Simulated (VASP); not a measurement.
# Ag (Fm-3m) in VASP: further runs

Ag is run at these levels: LDA; tasks: relaxation of cell and atoms, single point.

Program: VASP 6.6.1. These are calculated values, not measurements. Logs are shortened: lines on timing, memory, paths and dates and some standing lists are left out, and cuts for length are marked.

## Step 1: The cell of the first run

It takes space group Fm-3m (No. 225, cubic). The conventional cell has a = 4.086 Å, b = 4.086 Å, c = 4.086 Å, α = 90.00°, β = 90.00°, γ = 90.00°. Within 3.8 Å of Ag (site symmetry m-3m) lie 12 Ag at 2.89 Å.

## Step 2: Relaxation of cell and atoms, LDA

The input, INCAR:

```
SYSTEM = Ag
PREC = Accurate
ENCUT = 600
EDIFF = 1E-7
ISMEAR = -1
SIGMA = 0.1
LREAL = .FALSE.
LASPH = .TRUE.
NELM = 60
ALGO = Normal
ISIF = 3
LWAVE = .FALSE.
LCHARG = .FALSE.
GGA = CA
IBRION = 2
NSW = 80
EDIFFG = -0.01
```

The input, KPOINTS:

```
regular mesh
0
G
  13 13 13
  0 0 0
```

The input, POSCAR:

```
Ag
1.0
    0.0000000000      2.0431000000      2.0431000000
    2.0431000000      0.0000000000      2.0431000000
    2.0431000000      2.0431000000      0.0000000000
Ag
1
Direct
    0.0000000000      0.0000000000      0.0000000000
```

Potentials or basis: VASP PAW LDA potentials, release 64 (Ag).

Launch:

```bash
cat potpaw_LDA.64/Ag/POTCAR > POTCAR
mpirun -np 1 vasp_std > vasp.out
```

OUTCAR:

```text
SYSTEM = Ag
   PREC = Accurate
   ENCUT = 600
   EDIFF = 1E-7
   ISMEAR = -1
   LREAL = .FALSE.
   LASPH = .TRUE.
   NELM = 60
   ISIF = 3
   GGA = CA
   IBRION = 2
   NSW = 80
   EDIFFG = -0.01

 ion  position               nearest neighbor table
   1  0.000  0.000  0.000-

  LATTYP: Found a face centered cubic cell.
 ALAT       =     4.0862000000

  Lattice vectors:

 A1 = (   0.0000000000,   2.0431000000,   2.0431000000)
 A2 = (   2.0431000000,   0.0000000000,   2.0431000000)
 A3 = (   2.0431000000,   2.0431000000,   0.0000000000)

Analysis of symmetry for initial positions (statically):
=====================================================================
 Subroutine PRICEL returns:
 Original cell was already a primitive cell.

 Routine SETGRP: Setting up the symmetry group for a
 face centered cubic supercell.

 Subroutine GETGRP returns: Found 48 space group operations
 (whereof 48 operations were pure point group operations)
 out of a pool of 48 trial point group operations.

The static configuration has the point symmetry O_h .

Analysis of symmetry for dynamics (positions and initial velocities):
=====================================================================
 Subroutine PRICEL returns:
 Original cell was already a primitive cell.

 Routine SETGRP: Setting up the symmetry group for a
 face centered cubic supercell.

 Subroutine GETGRP returns: Found 48 space group operations
 (whereof 48 operations were pure point group operations)
 out of a pool of 48 trial point group operations.

The dynamic configuration has the point symmetry O_h .

 Subroutine INISYM returns: Found 48 space group operations
 (whereof 48 operations are pure point group operations),
 and found     1 'primitive' translations

----------------------------------------------------------------------------------------

                                     Primitive cell

  volume of cell :      17.0569

  direct lattice vectors                    reciprocal lattice vectors
     0.000000000  2.043100000  2.043100000    -0.244726151  0.244726151  0.244726151
     2.043100000  0.000000000  2.043100000     0.244726151 -0.244726151  0.244726151
     2.043100000  2.043100000  0.000000000     0.244726151  0.244726151 -0.244726151

  length of vectors
     2.889379729  2.889379729  2.889379729     0.423878128  0.423878128  0.423878128

  position of ions in fractional coordinates (direct lattice)
     0.000000000  0.000000000  0.000000000

  ion indices of the primitive-cell ions
   primitive index   ion index
                 1           1

[... 83 lines left out ...]
   NUPDOWN=      -1.0000    fix difference up-down
   EMIN   =  10.00;   EMAX   =-10.00  energy-range for DOS
   EFERMI =   0.00;   METHOD = LEGACY
   ISMEAR =    -1;   SIGMA  =   0.10  broadening in eV -4-tet -1-fermi 0-gaus
   EFERMI_NEDOS =   21; number of points for ismear=-14 and -15
   IALGO  =     38    algorithm
   IMIX   =      4    mixing-type and parameters
     AMIX     =   0.40;   BMIX     =  1.00
     AMIX_MAG =   1.60;   BMIX_MAG =  1.00
  volume/ion in A,a.u.               =      17.06       115.11
  Fermi-wavevector in a.u.,A,eV,Ry     =   1.414402  2.672832 27.218893  2.000532
  Thomas-Fermi vector in A             =   2.535948
   LORBIT       =      0    0 simple, 1 ext, 2 COOP (PROOUT), +10 PAW based schemes
   GGA     = CA    functional components
   LHFCALC =     F    Hartree Fock is set to
   AEXX    =    0.0000 exact exchange contribution
   IVDW    =     0    specifies the selected vdW correction
   LEPSILON=     F    determine dielectric tensor
   LRPA    =     F    only Hartree local field effects (RPA)
 conjugate gradient relaxation of ions
 non-spin polarized calculation
  energy-cutoff  :      600.00
  volume of cell :       17.06
 maximum number of plane-waves:       578
   NGX = 11   NGY = 11   NGZ = 11

--------------------------------------- Ionic step        1  -------------------------------------------

 number of electron      10.9999999 magnetization

 Free energy of the ion-electron system (eV)
  ---------------------------------------------------
  ext. energy  EPLUGINS =         0.00000000
  ---------------------------------------------------
  free energy    TOTEN  =        -3.76166484 eV

  energy without entropy =       -3.75184529  energy(sigma->0) =       -3.75675507

------------------------ aborting loop because EDIFF is reached ----------------------------------------

  FORCE on cell =-STRESS in cart. coord.  units (eV):
  Direction    XX          YY          ZZ          XY          YZ          ZX
  --------------------------------------------------------------------------------------
  -------------------------------------------------------------------------------------
  Total       -0.7794122     -0.7794122     -0.7794122     -0.0000000      0.0000000      0.0000000
  in kB      -73.2114359    -73.2114359    -73.2114359     -0.0000000      0.0000000      0.0000000
  external PRESSURE =     -73.2114359 kB  Pullay stress =       0.0000000 kB
[... 22 lines left out ...]
--------------------------------------- Ionic step        2  -------------------------------------------

 number of electron      10.9999998 magnetization

 E-fermi :  10.0736     XC(G=0): -13.2708

 val. band max:        9.8833016833   @ k =   0.4615   0.2308   0.0000
 cond. band min:      10.1196341653   @ k =   0.4615   0.3077   0.0000
 fundamental gap:      0.2363324820
 Fermi energy:        10.0736126254

 k-point     1 :       0.0000    0.0000    0.0000
  band No.  band energies     occupation
      1       1.1556      2.00000
      2       4.6337      2.00000
      3       4.6337      2.00000
      4       4.6337      2.00000
      5       5.9223      2.00000
      6       5.9223      2.00000
      7      26.0767      0.00000
      8      30.2716      0.00000
      9      30.2716      0.00000
[... 310 lines left out ...]
--------------------------------------- Ionic step        3  -------------------------------------------

 number of electron      11.0000002 magnetization

 Free energy of the ion-electron system (eV)
  ---------------------------------------------------
  ext. energy  EPLUGINS =         0.00000000
  ---------------------------------------------------
  free energy    TOTEN  =        -3.78729404 eV

  energy without entropy =       -3.77864169  energy(sigma->0) =       -3.78296787

 E-fermi :   9.2263     XC(G=0): -12.9545

 val. band max:        9.0323416320   @ k =   0.4615   0.2308   0.0000
 cond. band min:       9.2767502113   @ k =   0.4615   0.3077   0.0000
 fundamental gap:      0.2444085793
 Fermi energy:         9.2262697580

 k-point     1 :       0.0000    0.0000    0.0000
  band No.  band energies     occupation
      1       0.7562      2.00000
      2       4.0385      2.00000
      3       4.0385      2.00000
      4       4.0385      2.00000
      5       5.2147      2.00000
      6       5.2147      2.00000
      7      25.1918      0.00000
      8      29.0693      0.00000
      9      29.0693      0.00000
[... 304 lines left out ...]
  FREE ENERGIE OF THE ION-ELECTRON SYSTEM (eV)
  ---------------------------------------------------
  free  energy   TOTEN  =        -3.7872940430 eV

  energy  without entropy=       -3.7786416885  energy(sigma->0) =       -3.78296787

 reached required accuracy - stopping structural energy minimisation
```

OSZICAR:

```text
N       E                     dE             d eps       ncg     rms          rms(c)
DAV:   1     0.482144697381E+02    0.48214E+02   -0.62485E+03  1528   0.125E+03
[... 22 lines left out ...]
DAV:   1    -0.418557095649E+01   -0.41816E+00   -0.77390E+00  1532   0.354E+01    0.413E+00
DAV:   2    -0.380208400298E+01    0.38349E+00   -0.15417E+00  1525   0.139E+01    0.160E+00
DAV:   3    -0.379001593260E+01    0.12068E-01   -0.32492E-02  1576   0.187E+00    0.105E+00
DAV:   4    -0.378729282687E+01    0.27231E-02   -0.31706E-03  1604   0.569E-01    0.817E-02
DAV:   5    -0.378728901575E+01    0.38111E-05   -0.18974E-04  1668   0.124E-01    0.180E-02
DAV:   6    -0.378729404436E+01   -0.50286E-05   -0.42985E-06  1637   0.237E-02    0.602E-04
DAV:   7    -0.378729404300E+01    0.13576E-08   -0.65798E-08  1164   0.271E-03
   3 F= -.37872940E+01 E0= -.37829679E+01  d E =-.256292E-01
```

CONTCAR:

```text
Ag
   1.00000000000000
    -0.0000000000000000    2.0008378415274506    2.0008378415274506
     2.0008378415274506    0.0000000000000000    2.0008378415274506
     2.0008378415274506    2.0008378415274506    0.0000000000000000
  Ag
     1
Direct
     0.0000000000000000    0.0000000000000000    0.0000000000000000

  0.00000000E+00  0.00000000E+00  0.00000000E+00
```

Wall time 19 s (1 thread of Intel Xeon 8259CL, shared host); peak memory 0.15 GiB.

Results:

```yaml
Free_energy: -3.7873 eV
Relaxed_volume: 16.02 Å³/atom
Relaxed_cell: a = 2.830 Å, b = 2.830 Å, c = 2.830 Å, α = 60.00°, β = 60.00°, γ = 60.00°
Space_group_after_relaxing_to_0.1_Å: Fm-3m (No. 225)
Energy_gained_by_relaxing: 25.6 meV/atom
Ionic_steps: 3
Pressure_after_relaxing: -0.1 GPa
Band_gap_on_the_k_mesh: zero (an odd number of electrons rules out a gap without spin polarisation)
```

Step by step:
| step | energy change (eV) | largest force (eV/Å) | pressure (GPa) | volume (Å³) |
| --- | --- | --- | --- | --- |
| 1 | 0.0000 | 0.0000 | -7.32 | 17.06 |
| 2 | -0.0057 | 0.0000 | 8.35 | 15.20 |
| 3 | -0.0256 | 0.0000 | -0.07 | 16.02 |

Final structure:
```
Ag
1.0
     0.00000    2.00084    2.00084
     2.00084    0.00000    2.00084
     2.00084    2.00084    0.00000
Ag
1
Direct
  0.00000 0.00000 0.00000
```

## Step 3: Single point, LDA (14.07 Å³/atom)

This run uses another cell than the first one, of 14.07 Å³/atom.

The input, INCAR:

```
ALGO = Normal
EDIFF = 1E-6
ENCUT = 520
GGA = CA
ISIF = 2
ISMEAR = -1
LASPH = True
LCHARG = False
LREAL = False
LWAVE = False
NBANDS = 12
NELM = 80
PREC = Accurate
SIGMA = 0.1
```

The input, KPOINTS:

```
k-points
0
Gamma
  22 22 22
```

The input, POSCAR:

```
Ag
1.0
    0.0000000000      1.9162401540      1.9162401540
    1.9162401540      0.0000000000      1.9162401540
    1.9162401540      1.9162401540      0.0000000000
Ag
1
Direct
    0.0000000000      0.0000000000      0.0000000000
```

Potentials or basis: VASP PAW LDA potentials, release 64 (Ag).

Launch:

```bash
cat potpaw_LDA.64/Ag/POTCAR > POTCAR
mpirun -np 1 vasp_std > vasp.out
```

It took 47 s on 1 thread of Intel Xeon 8259CL, shared host; peak memory 0.16 GiB.

Results (log left out):

| Property | Result |
| --- | --- |
| Free energy | -3.6489 eV |
| Pressure | 25.9 GPa |
| Band gap on the k mesh | zero (an odd number of electrons rules out a gap without spin polarisation) |

Levels at points of the mesh, in eV from the Fermi level:
```tsv
k point	band 3	band 4	band 5	band 6	band 7	band 8	band 9	band 10
(0.00, 0.00, 0.00)	-5.68	-5.68	-4.20	-4.20	16.18	20.85	20.85	20.85
(0.50, 0.00, 0.00)	-5.71	-3.08	-3.08	-1.08	4.71	15.47	19.61	19.61
(0.50, 0.50, 0.00)	-3.12	-2.79	-2.79	1.27	8.31	11.45	11.45	19.68
```

Caveat: the cell stands under pressure.

## Step 4: Single point, LDA (14.71 Å³/atom)

This run uses another cell than the first one, of 14.71 Å³/atom.

The input, INCAR:

```
PREC     = Accurate       # precision mode
ENCUT    = 520            # plane-wave cutoff, eV
EDIFF    = 1E-7           # SCF threshold, eV
ISMEAR   = -1             # smearing method
SIGMA    = 0.1            # smearing width, eV
LREAL    = False          # projectors in reciprocal space
LASPH    = True           # aspherical terms in the spheres
NELM     = 60             # most SCF steps
ALGO     = Normal         # electronic algorithm
ISIF     = 2              # what is computed and relaxed
LWAVE    = False          # write WAVECAR
LCHARG   = False          # write CHGCAR
NBANDS   = 12             # bands
```

The input, KPOINTS:

```
regular mesh
0
Gamma
  22 22 22
```

The input, POSCAR:

```
Ag
1.0
    0.0000000000      1.9448449705      1.9448449705
    1.9448449705      0.0000000000      1.9448449705
    1.9448449705      1.9448449705      0.0000000000
Ag
1
Direct
    0.0000000000      0.0000000000      0.0000000000
```

Launch:

```bash
cat potpaw_LDA.64/Ag/POTCAR > POTCAR
mpirun -np 1 vasp_std > vasp.out
```

It took 46 s on 1 thread of Intel Xeon 8259CL, shared host; peak memory 0.16 GiB.

Results (log left out):

- Free energy: -3.7303 eV
- Pressure: 15.1 GPa
- Band gap on the k mesh: zero (an odd number of electrons rules out a gap without spin polarisation)

Levels at points of the mesh, in eV from the Fermi level:
```tsv
k point	band 4	band 5	band 6	band 7	band 8	band 9
(0.00, 0.00, 0.00)	-5.44	-4.07	-4.07	16.18	20.58	20.58
(0.50, 0.00, 0.00)	-3.03	-3.03	-0.92	4.43	15.46	19.19
(0.50, 0.50, 0.00)	-2.76	-2.76	1.34	7.92	11.25	11.25
```

Caveat: the cell stands under pressure.

## Step 5: Overview

```tsv
task	cell	k mesh	cutoff (eV)	gap on the mesh (eV)	pressure (GPa)
relaxation of cell and atoms	relaxed from a = 2.889 Å, angles 60.0°, 1 atom	13 × 13 × 13	600	none	-0.1
single point	a = 2.710 Å, angles 60.0°, 1 atom	22 × 22 × 22	520	none	25.9
single point	a = 2.750 Å, angles 60.0°, 1 atom	22 × 22 × 22	520	none	15.1
```

Alike in all rows: level LDA; potentials or basis VASP PAW LDA potentials, release 64 (Ag); no spin polarisation; smearing fermi-dirac 0.1 eV.

Caveats: the cell stands under pressure (at least some runs).

Total energies depend on the potentials used, so only differences within one code and one set of settings carry meaning.

The gap in the log of VASP goes by the Fermi energy; the results here count the filled bands.